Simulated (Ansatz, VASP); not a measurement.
## One calculation of MgS, two programs

Contents of INCAR:

```
SYSTEM = MgS
ALGO     = Normal         ! electronic algorithm
EDIFF    = 1E-6           ! SCF threshold, eV
EDIFFG   = -0.01          ! ionic threshold
ENCUT    = 600            ! plane-wave cutoff, eV
GGA      = PS             ! functional
IBRION   = 2              ! ionic algorithm
ISIF     = 3              ! what is computed and relaxed
ISMEAR   = -1             ! smearing method
LASPH    = .TRUE.         ! aspherical terms in the spheres
LCHARG   = .FALSE.        ! write CHGCAR
LREAL    = .FALSE.        ! projectors in reciprocal space
LWAVE    = .FALSE.        ! write WAVECAR
NELM     = 60             ! most SCF steps
NSW      = 60             ! ionic steps
PREC     = Accurate       ! precision mode
SIGMA    = 0.05           ! smearing width, eV
```

Contents of KPOINTS:

```
k-points
0
G
  9 9 9
  0 0 0
```

File POSCAR:

```
MgS
1.0
    0.0000000000      2.6016500000      2.6016500000
    2.6016500000      0.0000000000      2.6016500000
    2.6016500000      2.6016500000      0.0000000000
S Mg
1 1
Direct
    0.5000000000      0.5000000000      0.5000000000
    0.0000000000      0.0000000000      0.0000000000
```

Contents of input.yaml:

```yaml
crystal:
  lattice:
    - [0.0, 2.60165, 2.60165]
    - [2.60165, 0.0, 2.60165]
    - [2.60165, 2.60165, 0.0]
  atoms:
    - { symbol: S, position: [0.5, 0.5, 0.5] }
    - { symbol: Mg, position: [0.0, 0.0, 0.0] }
hamiltonian:
  xc: pbesol
  pseudopotentials: { kind: paw }
kpoints:
  mp_grid: { grid: [9, 9, 9] }
scf:
  occupations: { method: fermi_dirac, width: 0.05 }
output:
  forces: true
  stress: true
  eigenvalues: true
relax:
  f_tol: 0.01
  max_steps: 40
  cell: { stress_tol: 0.05 }
```

Alike in both runs: task relaxation of cell and atoms; functional PBEsol; k mesh 9 × 9 × 9; occupations fermi-dirac, width 0.05 eV; no spin polarisation.

|  | VASP | Ansatz |
| --- | --- | --- |
| version | VASP 6.6.1 | Ansatz 0.2.0 |
| potentials or method | VASP PAW PBE potentials, release 64 (S, Mg) | Ansatz PAW |
| plane-wave cutoff (eV) | 600 | 420 |
| valence electrons in the cell | 8 | 16 |

Ansatz gave:

| Item | Value |
| --- | --- |
| gap on the k mesh at the Fermi level, each at its own relaxed structure (eV) | 2.86 |
| relaxed volume (Å³/atom) | 17.39 |
| relaxed cell length with the largest relative difference (Å) | 3.664 |

Problem. What did VASP give for the same quantities?

Solution. gap on the k mesh at the Fermi level, each at its own relaxed structure (eV): 2.86; relaxed volume (Å³/atom): 17.36; relaxed cell length with the largest relative difference (Å): 3.662.

VASP's potentials were made for PBE, not for PBEsol. VASP's potentials hold 8 valence electrons a cell and Ansatz's 16, so a difference there can come from the potentials and not from the codes.

Noted on Ansatz's run: odd divisions of the mesh miss points on the zone boundary, where band edges often lie, so the gap on the mesh can be too wide; the plane-wave basis is chosen anew once the cell has moved, so the energies of steps on either side of that aren't comparable.
